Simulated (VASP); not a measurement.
# Ta (Im-3m) in VASP: notebook

The runs below take Ta through single point, with PBE.

All numbers are computed with VASP 6.6.1; they aren't measurements. Logs are shortened: lines on timing, memory, paths and dates and some standing lists are left out, and cuts for length are marked.

## Step 1: The cell of the first run

It takes space group Im-3m (No. 229, cubic). The conventional cell has a = 2.920 Å, b = 2.920 Å, c = 2.920 Å, α = 90.00°, β = 90.00°, γ = 90.00°. Ta (site symmetry m-3m) has 14 Ta at 2.53 to 2.92 Å within 3.3 Å.

## Step 2: Single point, PBE (volume scaled by 0.68)

The input, INCAR:

```
ALGO = Normal ; EDIFF = 1E-7
ENCUT = 520 ; GGA = PE
ISIF = 2 ; ISMEAR = -1
LASPH = T ; LCHARG = T
LELF = T ; LREAL = F
LVHAR = T ; LWAVE = F
NBANDS = 12 ; NELM = 80
PREC = Accurate ; SIGMA = 0.05
```

The input, KPOINTS:

```
k-points
0
Gamma
  16 16 16
```

The input, POSCAR:

```
Ta
1.0
   -1.4601084332      1.4601084332      1.4601084332
    1.4601084332     -1.4601084332      1.4601084332
    1.4601084332      1.4601084332     -1.4601084332
Ta
1
Direct
    0.0000000000      0.0000000000      0.0000000000
```

Potentials or basis: VASP PAW PBE potentials, release 64 (Ta_pv).

Started as:

```
cat potpaw_PBE.64/Ta_pv/POTCAR > POTCAR
mpirun -np 1 vasp_std > vasp.out
```

OUTCAR:

```text
EDIFF = 1E-7
   ENCUT = 520
   GGA = PE
   ISIF = 2
   ISMEAR = -1
   LASPH = T
   LREAL = F
   NELM = 80
   PREC = Accurate

 ion  position               nearest neighbor table
   1  0.000  0.000  0.000-

  LATTYP: Found a body centered cubic cell.
 ALAT       =     2.9202168664

  Lattice vectors:

 A1 = (  -1.4601084332,   1.4601084332,   1.4601084332)
 A2 = (   1.4601084332,  -1.4601084332,   1.4601084332)
 A3 = (   1.4601084332,   1.4601084332,  -1.4601084332)

Analysis of symmetry for initial positions (statically):
=====================================================================
 Subroutine PRICEL returns:
 Original cell was already a primitive cell.

 Routine SETGRP: Setting up the symmetry group for a
 body centered cubic supercell.

 Subroutine GETGRP returns: Found 48 space group operations
 (whereof 48 operations were pure point group operations)
 out of a pool of 48 trial point group operations.

The static configuration has the point symmetry O_h .

Analysis of symmetry for dynamics (positions and initial velocities):
=====================================================================
 Subroutine PRICEL returns:
 Original cell was already a primitive cell.

 Routine SETGRP: Setting up the symmetry group for a
 body centered cubic supercell.

 Subroutine GETGRP returns: Found 48 space group operations
 (whereof 48 operations were pure point group operations)
 out of a pool of 48 trial point group operations.

The dynamic configuration has the point symmetry O_h .

 Subroutine INISYM returns: Found 48 space group operations
 (whereof 48 operations are pure point group operations),
 and found     1 'primitive' translations

----------------------------------------------------------------------------------------

                                     Primitive cell

  volume of cell :      12.4513

  direct lattice vectors                    reciprocal lattice vectors
    -1.460108433  1.460108433  1.460108433     0.000000000  0.342440321  0.342440321
     1.460108433 -1.460108433  1.460108433     0.342440321  0.000000000  0.342440321
     1.460108433  1.460108433 -1.460108433     0.342440321  0.342440321  0.000000000

  length of vectors
     2.528981991  2.528981991  2.528981991     0.484283746  0.484283746  0.484283746

  position of ions in fractional coordinates (direct lattice)
     0.000000000  0.000000000  0.000000000

  ion indices of the primitive-cell ions
   primitive index   ion index
                 1           1

----------------------------------------------------------------------------------------

 KPOINTS: k-points

Automatic generation of k-mesh.
 Grid dimensions read from file:
 generate k-points for:   16   16   16

 Generating k-lattice:

  Cartesian coordinates                     Fractional coordinates (reciprocal lattice)
     0.000000000  0.021402520  0.021402520     0.062500000  0.000000000  0.000000000
     0.021402520  0.000000000  0.021402520     0.000000000  0.062500000  0.000000000
     0.021402520  0.021402520  0.000000000     0.000000000  0.000000000  0.062500000

  Length of vectors
     0.030267734  0.030267734  0.030267734

  Shift w.r.t. Gamma in fractional coordinates (k-lattice)
     0.000000000  0.000000000  0.000000000

 Subroutine IBZKPT returns following result:
 ===========================================

 Found    145 irreducible k-points:

 Following reciprocal coordinates:
            Coordinates               Weight
  0.000000  0.000000  0.000000      1.000000
  0.062500  0.000000  0.000000     12.000000
  0.125000  0.000000  0.000000     12.000000
  0.187500  0.000000  0.000000     12.000000
  0.250000  0.000000  0.000000     12.000000
  0.312500  0.000000  0.000000     12.000000
[... 16 lines left out ...]
  0.187500  0.187500  0.000000     24.000000
  0.250000  0.187500 -0.000000     48.000000
 [... further k-points ...]
   k-points           NKPTS =    145   k-points in BZ     NKDIM =    145   number of bands    NBANDS=     12
   number of dos      NEDOS =    301   number of ions     NIONS =      1
   total plane-waves  NPLWV =   8000
   dimension x,y,z NGX =    20 NGY =   20 NGZ =   20
   dimension x,y,z NGXF=    40 NGYF=   40 NGZF=   40
   ions per type =               1
   NGX,Y,Z   is equivalent  to a cutoff of  13.15, 13.15, 13.15 a.u.
   NGXF,Y,Z  is equivalent  to a cutoff of  26.29, 26.29, 26.29 a.u.
 SYSTEM =  unknown system
   PREC   = accura    normal or accurate (medium, high low for compatibility)
   ISTART =      0    job   : 0-new  1-cont  2-samecut
   ICHARG =      2    charge: 1-file 2-atom 10-const
   ISPIN  =      1    spin polarized calculation?
   LNONCOLLINEAR =      F non collinear calculations
   LSORBIT =      F    spin-orbit coupling
   LASPH  =      T    aspherical Exc in radial PAW
   ENCUT  =  520.0 eV  38.22 Ry    6.18 a.u.   4.70  4.70  4.70*2*pi/ulx,y,z
   NELM   =     80;   NELMIN=  2; NELMDL= -5     # of ELM steps
   EDIFF  = 0.1E-06   stopping-criterion for ELM
   LREAL  =      F    real-space projection
   EDIFFG = 0.1E-05   stopping-criterion for IOM
   NSW    =      0    number of steps for IOM
   IBRION =     -1    ionic relax: 0-MD 1-quasi-New 2-CG
   NFREE  =      0    steps in history (QN), initial steepest desc. (CG)
   ISIF   =      2    stress and relaxation
   ISYM   =      2    0-nonsym 1-usesym 2-fastsym
   POTIM  = 0.5000    time-step for ionic-motion
   TEBEG  =    0.0;   TEEND  =   0.0 temperature during run
   PSTRESS=    0.0 pullay stress
   NELECT =      11.0000    total number of electrons
   NUPDOWN=      -1.0000    fix difference up-down
   EMIN   =  10.00;   EMAX   =-10.00  energy-range for DOS
   EFERMI =   0.00;   METHOD = LEGACY
   ISMEAR =    -1;   SIGMA  =   0.05  broadening in eV -4-tet -1-fermi 0-gaus
   EFERMI_NEDOS =   21; number of points for ismear=-14 and -15
   IALGO  =     38    algorithm
   IMIX   =      4    mixing-type and parameters
     AMIX     =   0.40;   BMIX     =  1.00
     AMIX_MAG =   1.60;   BMIX_MAG =  1.00
  volume/ion in A,a.u.               =      12.45        84.03
  Fermi-wavevector in a.u.,A,eV,Ry     =   1.570847  2.968471 33.573206  2.467561
  Thomas-Fermi vector in A             =   2.672519
   LORBIT       =      0    0 simple, 1 ext, 2 COOP (PROOUT), +10 PAW based schemes
   GGA     = PE    functional components
   LHFCALC =     F    Hartree Fock is set to
   AEXX    =    0.0000 exact exchange contribution
   IVDW    =     0    specifies the selected vdW correction
   LEPSILON=     F    determine dielectric tensor
   LRPA    =     F    only Hartree local field effects (RPA)
 non-spin polarized calculation
  energy-cutoff  :      520.00
  volume of cell :       12.45
 maximum number of plane-waves:       370
   NGX =  9   NGY =  9   NGZ =  9

 number of electron      10.9999998 magnetization

 Free energy of the ion-electron system (eV)
  ---------------------------------------------------
  ext. energy  EPLUGINS =         0.00000000
  ---------------------------------------------------
  free energy    TOTEN  =        -9.74420873 eV

  energy without entropy =       -9.73706317  energy(sigma->0) =       -9.74063595

 E-fermi :   8.9679     XC(G=0): -14.6330

 val. band max:        8.9672687578   @ k =   0.0625   0.0625   0.0000
 cond. band min:       8.9794227326   @ k =  -0.1875   0.1875   0.1250
 fundamental gap:      0.0121539748
 Fermi energy:         8.9679233724

 k-point     1 :       0.0000    0.0000    0.0000
  band No.  band energies     occupation
      1     -22.6348      2.00000
      2     -22.6348      2.00000
      3     -22.6348      2.00000
      4      -0.0924      2.00000
      5       9.4219      0.00023
      6       9.4219      0.00023
      7       9.4219      0.00023
      8      14.1608      0.00000
      9      14.1608      0.00000
     10      24.7262      0.00000
     11      25.7290      0.00000
     12      25.7290      0.00000

 k-point     2 :       0.0625    0.0000    0.0000
  band No.  band energies     occupation
      1     -22.8005      2.00000
      2     -22.6802      2.00000
      3     -22.6372      2.00000
      4       0.2002      2.00000
      5       9.2287      0.01081
      6       9.3722      0.00062
      7       9.7018      0.00000
      8      13.8104      0.00000
      9      14.1496      0.00000
     10      24.7260      0.00000
     11      26.0086      0.00000
     12      26.1866      0.00000

 k-point     3 :       0.1250    0.0000    0.0000
  band No.  band energies     occupation
      1     -23.2548      2.00000
      2     -22.8077      2.00000
      3     -22.6442      2.00000
      4       0.9976      2.00000
      5       8.7181      1.98657
      6       9.1530      0.04814
      7      10.5276      0.00000
      8      13.2302      0.00000
      9      14.1462      0.00000
     10      24.7254      0.00000
     11      26.7393      0.00000
     12      27.4886      0.00000
[... 286 lines left out ...]
 k-point    23 :       0.1875    0.1875    0.0000
  band No.  band energies     occupation
      1     -25.1510      2.00000
      2     -23.5320      2.00000
      3     -22.9186      2.00000
      4       4.3003      2.00000
      5       6.9467      2.00000
      6       7.9117      2.00000
      7      12.8081      0.00000
      8      15.7851      0.00000
      9      16.9683      0.00000
     10      24.7174      0.00000
     11      27.4185      0.00000
     12      29.9785      0.00000

 k-point    24 :       0.2500    0.1875   -0.0000
  band No.  band energies     occupation
      1     -25.4875      2.00000
      2     -23.8359      2.00000
      3     -22.9700      2.00000
      4       4.4602      2.00000
      5       6.6585      2.00000
      6       8.5658      1.99936
      7      13.2987      0.00000
      8      16.0106      0.00000
      9      19.2529      0.00000
     10      24.7085      0.00000
     11      26.4579      0.00000
     12      30.0235      0.00000

 [... further k-points ...]

------------------------ aborting loop because EDIFF is reached ----------------------------------------

  FORCE on cell =-STRESS in cart. coord.  units (eV):
  Direction    XX          YY          ZZ          XY          YZ          ZX
  --------------------------------------------------------------------------------------
  -------------------------------------------------------------------------------------
  Total       12.0499043     12.0499043     12.0499043      0.0000000      0.0000000     -0.0000000
  in kB     1550.5253178   1550.5253178   1550.5253178      0.0000000      0.0000000     -0.0000000
  external PRESSURE =    1550.5253178 kB  Pullay stress =       0.0000000 kB

 VOLUME and BASIS-vectors are now :
 -----------------------------------------------------------------------------
  energy-cutoff  :      520.00
  volume of cell :       12.45
      direct lattice vectors                 reciprocal lattice vectors
    -1.460108433  1.460108433  1.460108433     0.000000000  0.342440321  0.342440321
     1.460108433 -1.460108433  1.460108433     0.342440321  0.000000000  0.342440321
     1.460108433  1.460108433 -1.460108433     0.342440321  0.342440321  0.000000000

 POSITION                                       TOTAL-FORCE (eV/Angst)
 -----------------------------------------------------------------------------------
      0.00000      0.00000      0.00000        -0.000000     -0.000000      0.000000
 -----------------------------------------------------------------------------------
    total drift:                                0.000000     -0.000000      0.000000

  FREE ENERGIE OF THE ION-ELECTRON SYSTEM (eV)
  ---------------------------------------------------
  free  energy   TOTEN  =        -9.7442087298 eV

  energy  without entropy=       -9.7370631675  energy(sigma->0) =       -9.74063595
```

Wall time 9.7 s (1 thread of Intel Xeon 6975P-C (Granite Rapids), shared host); peak memory 0.14 GiB.

What came out:

| Property | Result |
| --- | --- |
| Free energy | -9.7442 eV |
| Pressure | 155.1 GPa |

Caveat: spin-orbit coupling is left out, which moves the levels of the heavy elements.

## Step 3: Single point, PBE (volume scaled by 0.76)

The input, INCAR:

```
ALGO = Normal
EDIFF = 1E-7
ENCUT = 520
GGA = PE
ISIF = 2
ISMEAR = -1
LASPH = T
LCHARG = F
LREAL = F
LWAVE = F
NBANDS = 12
NELM = 100
PREC = Accurate
SIGMA = 0.05
```

KPOINTS is that of step 2.

The input, POSCAR:

```
Ta
1.0
   -1.5152582916      1.5152582916      1.5152582916
    1.5152582916     -1.5152582916      1.5152582916
    1.5152582916      1.5152582916     -1.5152582916
Ta
1
Direct
    0.0000000000      0.0000000000      0.0000000000
```

Potentials or basis: VASP PAW PBE potentials, release 64 (Ta_pv).

Started as:

```
cat potpaw_PBE.64/Ta_pv/POTCAR > POTCAR
mpirun -np 1 vasp_std > vasp.out
```

Wall time 9.6 s (1 thread of Intel Xeon 6975P-C (Granite Rapids), shared host); peak memory 0.14 GiB.

The run converged. Its results:

* Free energy: -10.8383 eV
* Pressure: 89.0 GPa

Levels at points of the mesh, in eV from the Fermi level:
```csv
k point,band 2,band 3,band 4,band 5,band 6,band 7,band 8,band 9
"(0.00, 0.00, 0.00)",-32.03,-32.03,-8.80,0.61,0.61,0.61,4.88,4.88
"(0.50, 0.00, 0.00)",-32.84,-32.07,-5.73,-2.53,3.24,5.03,6.37,10.63
"(0.50, 0.50, 0.50)",-33.79,-33.79,-5.68,-5.68,9.15,9.15,9.15,11.46
```

Caveat: spin-orbit coupling is left out, which moves the levels of the heavy elements.
